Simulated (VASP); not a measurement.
Here is a VASP 6.6.1 calculation.

Contents of INCAR:

```
SYSTEM = ZrC
ALGO = Normal
EDIFF = 1E-7
ENCUT = 520
GGA = PE
ISIF = 2
ISMEAR = 0
ISYM = 0
LASPH = .True.
LCHARG = .False.
LREAL = .False.
LWAVE = .False.
NBANDS = 15
NELM = 100
PREC = Accurate
SIGMA = 0.1
```

The input KPOINTS:

```
k-points
0
Gamma
  15 16 15
  0 0 0
```

File POSCAR:

```
ZrC
1.0
    0.0000000000      2.4152873149      2.4152873149
    2.1332621149      0.2820252000      2.1332621149
    2.4152873149      2.4152873149      0.0000000000
Zr C
1 1
Direct
    0.5036848852      0.4889453444      0.5036848852
   -0.0036848852      0.0110546556     -0.0036848852
```

Potentials or basis: VASP PAW PBE potentials, release 64 (Zr_sv, C).

Command:

```sh
$ cat potpaw_PBE.64/Zr_sv/POTCAR potpaw_PBE.64/C/POTCAR > POTCAR
$ mpirun -np 1 vasp_std > vasp.out
```

(1) What does it give for the pressure?

(2) Predict the largest force.

Answers

(1) 31.4 GPa.

(2) 0.223 eV/Å.

Caveat: the cell differs from its parent crystal (strained and its atoms moved).
